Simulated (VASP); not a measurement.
Set up this calculation in VASP 6.6.1, as the native input.

```
Task                   : single point
Functional             : PBE
Potentials or basis    : VASP PAW PBE potentials, release 64 (S, O, Li_sv, F)
Cutoff                 : 520 eV
k mesh                 : 1 × 1 × 1
Occupations            : fermi-dirac, width 0.05 eV
Spin                   : no spin polarisation
Dipole correction      : no
Further INCAR settings : LREAL = Auto; ALGO = Normal; EDIFF = 1e-06; NBANDS = 55
```

The structure of LiSO2F lies in POSCAR:

```
LiSO2F
1.0
    6.9104230000      0.0000000000      0.0000000000
    0.0000000000      6.9104230000      0.0000000000
    0.0000000000      0.0000000000      6.9104230000
S O Li F
3 6 3 3
Direct
    0.7965793121      0.1952702461      0.7333704464
    0.5959837770      0.6884383199     -0.0193186437
    0.2016953231      0.4199598201      0.2453250691
    0.6216696141      0.0824696260      0.7750466216
    0.9944398483      0.1315693699      0.7154699502
    0.5433241930      0.4930667775     -0.0875489098
    0.6504522227      0.6808411005      0.1874704342
    0.0076695739      0.3760551272      0.3297482658
    0.3440020965      0.4112483418      0.3995703302
    0.4797246131      0.6004552833      0.5937697302
    0.1831291659      0.5465512024      0.8889470297
    1.0405730590      0.8378358315      0.6728821087
    0.2650199561      0.7004781039      0.7068742391
    0.1693673455      0.6806963915      1.2084499024
    0.9082946153      0.6048833769      0.7261784119
```

These files were run (other wordings do the same):

INCAR

```
SYSTEM = LiSO2F
PREC = Accurate
ENCUT = 520
EDIFF = 1E-6
ISMEAR = -1
SIGMA = 0.05
LREAL = Auto
LASPH = .TRUE.
NELM = 100
ALGO = Normal
ISIF = 2
LWAVE = .FALSE.
LCHARG = .FALSE.
GGA = PE
NBANDS = 55
```

KPOINTS

```
Automatic mesh
0
G
  1 1 1
  0 0 0
```

Potentials or basis: VASP PAW PBE potentials, release 64 (S, O, Li_sv, F).

Run with:

```console
$ cat potpaw_PBE.64/S/POTCAR potpaw_PBE.64/O/POTCAR potpaw_PBE.64/Li_sv/POTCAR potpaw_PBE.64/F/POTCAR > POTCAR
$ mpirun -np 1 vasp_gam > vasp.out
```

It gave:

```yaml
Largest_force: 3.264 eV/Å
Band_gap_on_the_k_mesh: 1.62 eV
```

Caveat: the k points lie up to 0.91 Å⁻¹ apart.

Run time: 20 s on 1 thread of AMD EPYC 9R45 96-Core Processor (Zen 5) (shared host), peak memory 0.37 GiB.
